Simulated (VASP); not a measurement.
# ZnAg (Pm-3m) in VASP: a series of runs

ZnAg is run at these levels: LDA; tasks: single point, relaxation of cell and atoms.

All numbers are computed with VASP 6.6.1; they aren't measurements. Logs are shortened: lines on timing, memory, paths and dates and some standing lists are left out, and cuts for length are marked.

## Step 1: The cell of the first run

Symmetry: Pm-3m, No. 221, cubic system. The conventional cell has a = 3.077 Å, b = 3.077 Å, c = 3.077 Å, α = 90.00°, β = 90.00°, γ = 90.00°. Zn (site symmetry m-3m) has 8 Ag at 2.67 Å and 6 Zn at 3.08 Å within 3.5 Å. Ag (site symmetry m-3m) has 8 Zn at 2.67 Å and 6 Ag at 3.08 Å within 3.5 Å.

## Step 2: Single point, LDA

INCAR

```
ALGO = Normal ; EDIFF = 1E-6
ENCUT = 500 ; GGA_COMPAT = False
ISIF = 2 ; ISMEAR = -1
LASPH = True ; LCHARG = False
LREAL = False ; LWAVE = False
NBANDS = 18 ; NELM = 120
PREC = Accurate ; SIGMA = 0.1
```

KPOINTS

```
k-points
0
Gamma
  10 10 10
```

POSCAR

```
ZnAg
1.0
    3.0773842399      0.0000000000      0.0000000000
    0.0000000000      3.0773842399      0.0000000000
    0.0000000000      0.0000000000      3.0773842399
Zn Ag
1 1
Direct
    0.5000000000      0.5000000000      0.5000000000
    0.0000000000      0.0000000000      0.0000000000
```

Potentials or basis: VASP PAW LDA potentials, release 64 (Zn, Ag).

Run with:

```sh
$ cat potpaw_LDA.64/Zn/POTCAR potpaw_LDA.64/Ag/POTCAR > POTCAR
$ mpirun -np 1 vasp_std > vasp.out
```

OUTCAR:

```text
EDIFF = 1E-6
   ENCUT = 500
   ISIF = 2
   ISMEAR = -1
   LASPH = True
   LREAL = False
   NELM = 120
   PREC = Accurate

 ion  position               nearest neighbor table
   1  0.500  0.500  0.500-   2 2.67   2 2.67   2 2.67   2 2.67   2 2.67   2 2.67   2 2.67   2 2.67

   2  0.000  0.000  0.000-   1 2.67   1 2.67   1 2.67   1 2.67   1 2.67   1 2.67   1 2.67   1 2.67

  LATTYP: Found a simple cubic cell.
 ALAT       =     3.0773842399

  Lattice vectors:

 A1 = (   3.0773842399,   0.0000000000,   0.0000000000)
 A2 = (   0.0000000000,   3.0773842399,   0.0000000000)
 A3 = (   0.0000000000,   0.0000000000,   3.0773842399)

Analysis of symmetry for initial positions (statically):
=====================================================================
 Subroutine PRICEL returns:
 Original cell was already a primitive cell.

 Routine SETGRP: Setting up the symmetry group for a
 simple cubic supercell.

 Subroutine GETGRP returns: Found 48 space group operations
 (whereof 48 operations were pure point group operations)
 out of a pool of 48 trial point group operations.

The static configuration has the point symmetry O_h .

Analysis of symmetry for dynamics (positions and initial velocities):
=====================================================================
 Subroutine PRICEL returns:
 Original cell was already a primitive cell.

 Routine SETGRP: Setting up the symmetry group for a
 simple cubic supercell.

 Subroutine GETGRP returns: Found 48 space group operations
 (whereof 48 operations were pure point group operations)
 out of a pool of 48 trial point group operations.

The dynamic configuration has the point symmetry O_h .

 Subroutine INISYM returns: Found 48 space group operations
 (whereof 48 operations are pure point group operations),
 and found     1 'primitive' translations

----------------------------------------------------------------------------------------

                                     Primitive cell

  volume of cell :      29.1437

  direct lattice vectors                    reciprocal lattice vectors
     3.077384240  0.000000000  0.000000000     0.324951297  0.000000000  0.000000000
     0.000000000  3.077384240  0.000000000     0.000000000  0.324951297  0.000000000
     0.000000000  0.000000000  3.077384240     0.000000000  0.000000000  0.324951297

  length of vectors
     3.077384240  3.077384240  3.077384240     0.324951297  0.324951297  0.324951297

  position of ions in fractional coordinates (direct lattice)
     0.500000000  0.500000000  0.500000000
     0.000000000  0.000000000  0.000000000

  ion indices of the primitive-cell ions
   primitive index   ion index
                 1           1
                 2           2

----------------------------------------------------------------------------------------

 KPOINTS: k-points

Automatic generation of k-mesh.
 Grid dimensions read from file:
 generate k-points for:   10   10   10

 Generating k-lattice:

  Cartesian coordinates                     Fractional coordinates (reciprocal lattice)
     0.032495130  0.000000000  0.000000000     0.100000000  0.000000000  0.000000000
     0.000000000  0.032495130  0.000000000     0.000000000  0.100000000  0.000000000
     0.000000000  0.000000000  0.032495130     0.000000000  0.000000000  0.100000000

  Length of vectors
     0.032495130  0.032495130  0.032495130

  Shift w.r.t. Gamma in fractional coordinates (k-lattice)
     0.000000000  0.000000000  0.000000000

 Subroutine IBZKPT returns following result:
 ===========================================

 Found     56 irreducible k-points:

 Following reciprocal coordinates:
            Coordinates               Weight
  0.000000  0.000000  0.000000      1.000000
  0.100000  0.000000  0.000000      6.000000
  0.200000  0.000000  0.000000      6.000000
  0.300000  0.000000  0.000000      6.000000
  0.400000  0.000000  0.000000      6.000000
  0.500000  0.000000  0.000000      3.000000
[... 16 lines left out ...]
  0.200000  0.100000  0.100000     24.000000
  0.300000  0.100000  0.100000     24.000000
 [... further k-points ...]
   k-points           NKPTS =     56   k-points in BZ     NKDIM =     56   number of bands    NBANDS=     18
   number of dos      NEDOS =    301   number of ions     NIONS =      2
   total plane-waves  NPLWV =  13824
   dimension x,y,z NGX =    24 NGY =   24 NGZ =   24
   dimension x,y,z NGXF=    48 NGYF=   48 NGZF=   48
   ions per type =               1   1
   NGX,Y,Z   is equivalent  to a cutoff of  12.97, 12.97, 12.97 a.u.
   NGXF,Y,Z  is equivalent  to a cutoff of  25.93, 25.93, 25.93 a.u.
 SYSTEM =  unknown system
   PREC   = accura    normal or accurate (medium, high low for compatibility)
   ISTART =      0    job   : 0-new  1-cont  2-samecut
   ICHARG =      2    charge: 1-file 2-atom 10-const
   ISPIN  =      1    spin polarized calculation?
   LNONCOLLINEAR =      F non collinear calculations
   LSORBIT =      F    spin-orbit coupling
   LASPH  =      T    aspherical Exc in radial PAW
   ENCUT  =  500.0 eV  36.75 Ry    6.06 a.u.   5.61  5.61  5.61*2*pi/ulx,y,z
   NELM   =    120;   NELMIN=  2; NELMDL= -5     # of ELM steps
   EDIFF  = 0.1E-05   stopping-criterion for ELM
   LREAL  =      F    real-space projection
   EDIFFG = 0.1E-04   stopping-criterion for IOM
   NSW    =      0    number of steps for IOM
   IBRION =     -1    ionic relax: 0-MD 1-quasi-New 2-CG
   NFREE  =      0    steps in history (QN), initial steepest desc. (CG)
   ISIF   =      2    stress and relaxation
   ISYM   =      2    0-nonsym 1-usesym 2-fastsym
   POTIM  = 0.5000    time-step for ionic-motion
   TEBEG  =    0.0;   TEEND  =   0.0 temperature during run
   PSTRESS=    0.0 pullay stress
   NELECT =      23.0000    total number of electrons
   NUPDOWN=      -1.0000    fix difference up-down
   EMIN   =  10.00;   EMAX   =-10.00  energy-range for DOS
   EFERMI =   0.00;   METHOD = LEGACY
   ISMEAR =    -1;   SIGMA  =   0.10  broadening in eV -4-tet -1-fermi 0-gaus
   EFERMI_NEDOS =   21; number of points for ismear=-14 and -15
   IALGO  =     38    algorithm
   IMIX   =      4    mixing-type and parameters
     AMIX     =   0.40;   BMIX     =  1.00
     AMIX_MAG =   1.60;   BMIX_MAG =  1.00
  volume/ion in A,a.u.               =      14.57        98.34
  Fermi-wavevector in a.u.,A,eV,Ry     =   1.512873  2.858915 31.140794  2.288784
  Thomas-Fermi vector in A             =   2.622739
   LORBIT       =      0    0 simple, 1 ext, 2 COOP (PROOUT), +10 PAW based schemes
   GGA     = CA    functional components
   LHFCALC =     F    Hartree Fock is set to
   AEXX    =    0.0000 exact exchange contribution
   IVDW    =     0    specifies the selected vdW correction
   LEPSILON=     F    determine dielectric tensor
   LRPA    =     F    only Hartree local field effects (RPA)
 non-spin polarized calculation
  energy-cutoff  :      500.00
  volume of cell :       29.14
 maximum number of plane-waves:       756
 NGX is ok and might be reduce to    24
   NGX = 11   NGY = 11   NGZ = 11

 number of electron      22.9999975 magnetization

 Free energy of the ion-electron system (eV)
  ---------------------------------------------------
  ext. energy  EPLUGINS =         0.00000000
  ---------------------------------------------------
  free energy    TOTEN  =        -5.79437499 eV

  energy without entropy =       -5.77494388  energy(sigma->0) =       -5.78465944

 E-fermi :   7.1045     XC(G=0): -12.8527

 val. band max:        7.0540022379   @ k =   0.4000   0.4000   0.4000
 cond. band min:       7.2000138289   @ k =   0.3000   0.1000   0.1000
 fundamental gap:      0.1460115911
 Fermi energy:         7.1044884281

 k-point     1 :       0.0000    0.0000    0.0000
  band No.  band energies     occupation
      1      -3.0955      2.00000
      2      -1.3056      2.00000
      3      -1.3056      2.00000
      4      -0.5786      2.00000
      5      -0.5786      2.00000
      6      -0.5786      2.00000
[... 10 lines left out ...]
     17      18.7065      0.00000
     18      26.6974      0.00000

 k-point     2 :       0.1000    0.0000    0.0000
  band No.  band energies     occupation
      1      -2.9209      2.00000
      2      -1.2671      2.00000
      3      -1.2526      2.00000
      4      -0.5811      2.00000
      5      -0.5811      2.00000
      6      -0.5627      2.00000
[... 10 lines left out ...]
     17      20.0370      0.00000
     18      26.0519      0.00000

 k-point     3 :       0.2000    0.0000    0.0000
  band No.  band energies     occupation
      1      -2.4143      2.00000
      2      -1.1608      2.00000
      3      -1.1101      2.00000
      4      -0.5860      2.00000
      5      -0.5860      2.00000
      6      -0.5203      2.00000
[... 10 lines left out ...]
     17      23.0550      0.00000
     18      24.9158      0.00000

 k-point     4 :       0.3000    0.0000    0.0000
  band No.  band energies     occupation
      1      -1.6554      2.00000
      2      -1.0157      2.00000
      3      -0.9020      2.00000
      4      -0.5889      2.00000
      5      -0.5889      2.00000
      6      -0.4660      2.00000
[... 375 lines left out ...]
      4      -0.6143      2.00000
      5      -0.6143      2.00000
      6      -0.4978      2.00000
[... 10 lines left out ...]
     17      20.3260      0.00000
     18      24.6803      0.00000

 k-point    23 :       0.2000    0.1000    0.1000
  band No.  band energies     occupation
      1      -2.1114      2.00000
      2      -1.0863      2.00000
      3      -1.0369      2.00000
      4      -0.6414      2.00000
      5      -0.6256      2.00000
      6      -0.4666      2.00000
[... 10 lines left out ...]
     17      22.8421      0.00000
     18      22.8679      0.00000

 k-point    24 :       0.3000    0.1000    0.1000
  band No.  band energies     occupation
      1      -1.4605      2.00000
      2      -0.9682      2.00000
      3      -0.8624      2.00000
      4      -0.6384      2.00000
      5      -0.5937      2.00000
      6      -0.4400      2.00000
[... 10 lines left out ...]
     17      20.7797      0.00000
     18      21.5645      0.00000

 [... further k-points ...]

------------------------ aborting loop because EDIFF is reached ----------------------------------------

  FORCE on cell =-STRESS in cart. coord.  units (eV):
  Direction    XX          YY          ZZ          XY          YZ          ZX
  --------------------------------------------------------------------------------------
  -------------------------------------------------------------------------------------
  Total        0.0874436      0.0874436      0.0874436     -0.0000000      0.0000000     -0.0000000
  in kB        4.8072138      4.8072138      4.8072138     -0.0000000      0.0000000     -0.0000000
  external PRESSURE =       4.8072138 kB  Pullay stress =       0.0000000 kB

 VOLUME and BASIS-vectors are now :
 -----------------------------------------------------------------------------
  energy-cutoff  :      500.00
  volume of cell :       29.14
      direct lattice vectors                 reciprocal lattice vectors
     3.077384240  0.000000000  0.000000000     0.324951297  0.000000000  0.000000000
     0.000000000  3.077384240  0.000000000     0.000000000  0.324951297  0.000000000
     0.000000000  0.000000000  3.077384240     0.000000000  0.000000000  0.324951297

 POSITION                                       TOTAL-FORCE (eV/Angst)
 -----------------------------------------------------------------------------------
      1.53869      1.53869      1.53869         0.000000      0.000000      0.000000
      0.00000      0.00000      0.00000         0.000000      0.000000      0.000000
 -----------------------------------------------------------------------------------
    total drift:                                0.000000      0.000000     -0.000000

  FREE ENERGIE OF THE ION-ELECTRON SYSTEM (eV)
  ---------------------------------------------------
  free  energy   TOTEN  =        -5.7943749942 eV

  energy  without entropy=       -5.7749438795  energy(sigma->0) =       -5.78465944
```

It took 23 s on 1 thread of Intel Xeon Platinum 8259CL at 2.50GHz (Skylake/Cascade Lake), shared host; peak memory 0.15 GiB.

Results:

```
Free energy            : -5.7944 eV
Pressure               : 0.5 GPa
Band gap on the k mesh : zero (an odd number of electrons rules out a gap without spin polarisation)
```

## Step 3: Relaxation of cell and atoms, LDA

This run uses another cell than the first one, of 15.72 Å³/atom.

INCAR

```
SYSTEM = ZnAg
PREC     = Accurate       ! precision mode
ENCUT    = 500            ! plane-wave cutoff, eV
EDIFF    = 1E-7           ! SCF threshold, eV
ISMEAR   = -1             ! smearing method
SIGMA    = 0.1            ! smearing width, eV
LREAL    = .FALSE.        ! projectors in reciprocal space
LASPH    = .TRUE.         ! aspherical terms in the spheres
NELM     = 120            ! most SCF steps
ALGO     = Normal         ! electronic algorithm
ISIF     = 3              ! what is computed and relaxed
LWAVE    = .FALSE.        ! write WAVECAR
LCHARG   = .FALSE.        ! write CHGCAR
IBRION   = 2              ! ionic algorithm
NSW      = 80             ! ionic steps
EDIFFG   = -0.005         ! ionic threshold
GGA_COMPAT= .FALSE.      
NELMIN   = 4
```

KPOINTS

```
Automatic mesh
0
G
  10 10 10
  0 0 0
```

POSCAR

```
ZnAg
1.0
    3.1560000000      0.0000000000      0.0000000000
    0.0000000000      3.1560000000      0.0000000000
    0.0000000000      0.0000000000      3.1560000000
Zn Ag
1 1
Direct
    0.5000000000      0.5000000000      0.5000000000
    0.0000000000      0.0000000000      0.0000000000
```

Potentials or basis: VASP PAW LDA potentials, release 64 (Zn, Ag).

Run with:

```sh
$ cat potpaw_LDA.64/Zn/POTCAR potpaw_LDA.64/Ag/POTCAR > POTCAR
$ mpirun -np 1 vasp_std > vasp.out
```

Run time: 37 s. Hardware: 1 thread of Intel Xeon Platinum 8259CL at 2.50GHz (Skylake/Cascade Lake), shared host; peak memory 0.15 GiB.

Results (log left out):

```yaml
Free_energy: -5.7951 eV
Relaxed_volume: 14.63 Å³/atom
Relaxed_cell: a = 3.081 Å, b = 3.081 Å, c = 3.081 Å, α = 90.00°, β = 90.00°, γ = 90.00°
Space_group_after_relaxing_to_0.1_Å: Pm-3m (No. 221)
Energy_gained_by_relaxing: 28.4 meV/atom
Ionic_steps: 3
Pressure_after_relaxing: 0.0 GPa
Band_gap_on_the_k_mesh: zero (an odd number of electrons rules out a gap without spin polarisation)
```

Step by step:
```
step  energy change (eV)  largest force (eV/Å)  pressure (GPa)  volume (Å³)
   1              0.0000                0.0000           -7.68        31.43
   2             -0.0378                0.0000            5.65        28.13
   3             -0.0568                0.0000           -0.02        29.25
```

Final structure:
```
CELL_PARAMETERS angstrom
3.08121 0.00000 0.00000
0.00000 3.08121 0.00000
0.00000 0.00000 3.08121
ATOMIC_POSITIONS crystal
Zn 0.50000 0.50000 0.50000
Ag 0.00000 0.00000 0.00000
```

Levels at points of the mesh, in eV from the Fermi level:
```csv
k point,band 9,band 10,band 11,band 12,band 13,band 14,band 15
"(0.00, 0.00, 0.00)",-4.56,-4.56,-4.56,5.33,5.33,5.33,11.04
"(0.50, 0.00, 0.00)",-5.50,-5.50,-4.73,-2.77,10.91,10.91,11.15
"(0.50, 0.50, 0.00)",-4.75,-4.16,-1.96,-1.96,1.63,2.36,11.04
"(0.50, 0.50, 0.50)",-4.13,-4.13,1.72,4.12,4.12,4.12,4.93
```

## Step 4: Relaxation of cell and atoms, LDA, target pressure 10 GPa, at which the enthalpy is minimised

This run uses another cell than the first one, of 15.72 Å³/atom.

INCAR

```
PREC     = Accurate       # precision mode
ENCUT    = 500            # plane-wave cutoff, eV
EDIFF    = 1E-7           # SCF threshold, eV
ISMEAR   = -1             # smearing method
SIGMA    = 0.1            # smearing width, eV
LREAL    = F              # projectors in reciprocal space
LASPH    = T              # aspherical terms in the spheres
NELM     = 120            # most SCF steps
ALGO     = Normal         # electronic algorithm
ISIF     = 3              # what is computed and relaxed
LWAVE    = F              # write WAVECAR
LCHARG   = F              # write CHGCAR
IBRION   = 2              # ionic algorithm
NSW      = 80             # ionic steps
EDIFFG   = -0.005         # ionic threshold
PSTRESS  = 100.0        
GGA_COMPAT= F            
NELMIN   = 4
```

KPOINTS

```
Automatic mesh
0
Gamma
  10 10 10
```

POSCAR is that of step 3.

Run with:

```sh
$ cat potpaw_LDA.64/Zn/POTCAR potpaw_LDA.64/Ag/POTCAR > POTCAR
$ mpirun -np 1 vasp_std > vasp.out
```

It took 82 s on 1 thread of Intel Xeon Platinum 8259CL at 2.50GHz (Skylake/Cascade Lake), shared host; peak memory 0.16 GiB.

It converged, with:

| Item | Value |
| --- | --- |
| Free energy | -5.7418 eV |
| Relaxed volume | 13.71 Å³/atom |
| Relaxed cell | a = 3.015 Å, b = 3.015 Å, c = 3.015 Å, α = 90.00°, β = 90.00°, γ = 90.00° |
| Space group after relaxing (to 0.1 Å) | Pm-3m (No. 221) |
| Energy change on relaxing (the run minimises the enthalpy) | -1.7 meV/atom |
| Ionic steps | 7 |
| Pressure after relaxing | 10.0 GPa |
| Band gap on the k mesh | zero (an odd number of electrons rules out a gap without spin polarisation) |

The path:
```csv
step,energy change (eV),largest force (eV/Å),pressure (GPa),volume (Å³)
1,0.0000,0.0000,-7.68,31.43
2,0.4768,0.0000,41.18,24.18
3,-0.0087,0.0000,9.47,27.51
4,-0.0042,0.0000,9.94,27.43
5,0.0007,0.0000,10.45,27.36
6,-0.0079,0.0000,9.53,27.49
7,-0.0035,0.0000,10.01,27.42
```

Final structure:
```xyz
2
Lattice="3.0155 0.0000 0.0000 0.0000 3.0155 0.0000 0.0000 0.0000 3.0155" Properties=species:S:1:pos:R:3 pbc="T T T"
Zn    1.5077    1.5077    1.5077
Ag    0.0000    0.0000    3.0155
```

Levels at points of the mesh, in eV from the Fermi level:
```tsv
k point	band 8	band 9	band 10	band 11	band 12	band 13	band 14	band 15
(0.00, 0.00, 0.00)	-6.07	-4.72	-4.72	-4.72	5.44	5.44	5.44	11.96
(0.50, 0.00, 0.00)	-5.81	-5.81	-5.75	-4.94	-2.85	11.30	11.45	11.45
(0.50, 0.50, 0.00)	-4.91	-4.91	-4.31	-2.24	-2.24	1.94	2.60	11.44
(0.50, 0.50, 0.50)	-7.19	-4.27	-4.27	1.94	4.21	4.21	4.21	5.16
```

Caveat: the cell is relaxed towards a set pressure, so the run minimises the enthalpy, not the energy.

(Continued in part 2 of 2.)
